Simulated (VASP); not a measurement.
Si:

```
Si
1.0
     2.83597    0.00000    0.00000
    -1.41798    2.45602    0.00000
     0.00000    0.00000    4.59427
Si
2
Direct
  0.33333 0.66667 0.25000
  0.66667 0.33333 0.75000
```

This isn't the form of Si at room conditions, which is diamond.

```yaml
Program: VASP 6.6.1
Task: relaxation of cell and atoms
Functional: LDA
Potentials_or_basis: VASP PAW LDA potentials, release 64 (Si)
Cutoff: 600 eV
k_mesh: 15 × 15 × 8
Occupations: fermi-dirac, width 0.1 eV
Spin: no spin polarisation
```

At the start: pressure -10.2 GPa; volume 16.00 Å³/atom.

**Question.** How do energy, volume and symmetry change on relaxing?

**Answer.** Over 9 steps the energy falls by 84.7 meV/atom and the volume is 13.81 Å³/atom (-13.7 %); space group P6_3/mmc (No. 194, to 0.1 Å) before and after.

Step by step:
```csv
step,energy change (eV),largest force (eV/Å),pressure (GPa),volume (Å³)
1,0.0000,0.0000,-10.18,32.00
2,-0.1603,0.0000,0.41,27.52
3,-0.1604,0.0000,0.18,27.59
4,-0.1648,0.0000,0.10,27.58
5,-0.1679,0.0000,0.37,27.54
6,-0.1693,0.0000,0.19,27.56
7,-0.1693,0.0000,0.18,27.56
8,-0.1693,0.0000,-0.10,27.64
9,-0.1694,0.0000,0.00,27.61
```

Final structure:
```
Si
1.0
     2.65573    0.00000    0.00000
    -1.32786    2.29993    0.00000
     0.00000    0.00000    4.52032
Si
2
Direct
  0.33333 0.66667 0.25000
  0.66667 0.33333 0.75000
```
